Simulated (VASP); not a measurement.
A run of VASP 6.6.1 is set up as follows.

File INCAR:

```
PREC     = Accurate       # precision mode
ENCUT    = 600            # plane-wave cutoff, eV
EDIFF    = 1E-6           # SCF threshold, eV
ISMEAR   = 0              # smearing method
SIGMA    = 0.1            # smearing width, eV
LREAL    = False          # projectors in reciprocal space
LASPH    = True           # aspherical terms in the spheres
NELM     = 120            # most SCF steps
ALGO     = Normal         # electronic algorithm
ISIF     = 2              # what is computed and relaxed
LWAVE    = False          # write WAVECAR
LCHARG   = False          # write CHGCAR
GGA      = PE             # functional
NBANDS   = 16             # bands
GGA_COMPAT= False
```

Contents of KPOINTS:

```
regular mesh
0
Gamma
  18 18 18
```

File POSCAR:

```
CaF
1.0
    0.0000000000      2.6565968173      2.6565968173
    2.6565968173      0.0000000000      2.6565968173
    2.6565968173      2.6565968173      0.0000000000
Ca F
1 1
Direct
    0.0000000000      0.0000000000      0.0000000000
    0.5000000000      0.5000000000      0.5000000000
```

Potentials or basis: VASP PAW PBE potentials, release 64 (Ca_sv, F).

Launch:

```sh
$ cat potpaw_PBE.64/Ca_sv/POTCAR potpaw_PBE.64/F/POTCAR > POTCAR
$ mpirun -np 1 vasp_std > vasp.out
```

Problem. Predict the pressure.

Solution. 0.0 GPa.

Problem. Predict the band gap on the k mesh.

Solution. Zero (an odd number of electrons rules out a gap without spin polarisation).

Caveat: an odd number of electrons without spin polarisation forces a metal; a magnetic or distorted state may lie lower.
